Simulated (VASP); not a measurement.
Crystal: HfTi4Si.

```
Hf Ti Si
1.0
     0.00000    3.46811    3.46811
     3.46811    0.00000    3.46811
     3.46811    3.46811    0.00000
Hf Ti Si
1 4 1
Direct
  0.00000 0.00000 0.00000
  0.87276 0.37575 0.37575
  0.37575 0.37575 0.37575
  0.37575 0.87276 0.37575
  0.37575 0.37575 0.87276
  0.75000 0.75000 0.75000
```

The cell was built from a structure type or drawn by symmetry, and may not be a known phase.

- Program: VASP 6.6.1
- Task: relaxation of cell and atoms
- Functional: PBE
- Potentials or basis: VASP PAW PBE potentials, release 64 (Hf_pv, Ti_sv, Si)
- Cutoff: 600 eV
- k mesh: 4 × 4 × 4
- Occupations: gaussian, width 0.1 eV
- Spin: no spin polarisation

At the start: pressure 33.3 GPa; volume 13.90 Å³/atom.

**Question.** How do energy, volume and symmetry change on relaxing?

**Answer.** Over 5 steps the energy falls by 325.2 meV/atom and the volume is 17.43 Å³/atom (+25.4 %); space group F-43m (No. 216, to 0.1 Å) before and after.

The path:
```
step  energy change (eV)  largest force (eV/Å)  pressure (GPa)  volume (Å³)
   1              0.0000                1.0947           33.28        83.43
   2             -1.2002                0.0020          -11.57       123.39
   3             -1.9447                0.2567           -0.49       105.31
   4             -1.9449                0.2693           -0.08       104.83
   5             -1.9511                0.0008            0.14       104.60
```

Final structure:
```yaml
crystal:
  lattice:
    - [0.00000, 3.73969, 3.73969]
    - [3.73969, 0.00000, 3.73969]
    - [3.73969, 3.73969, 0.00000]
  atoms:
    - { symbol: Hf, position: [0.00000, 0.00000, 0.00000] }
    - { symbol: Ti, position: [0.88365, 0.37212, 0.37212] }
    - { symbol: Ti, position: [0.37212, 0.37212, 0.37212] }
    - { symbol: Ti, position: [0.37212, 0.88365, 0.37212] }
    - { symbol: Ti, position: [0.37212, 0.37212, 0.88365] }
    - { symbol: Si, position: [0.75000, 0.75000, 0.75000] }
```

Caveat: the k points lie up to 0.36 Å⁻¹ apart in the final cell; the volume moved by over 15 % at a fixed basis, so the end points are rough.
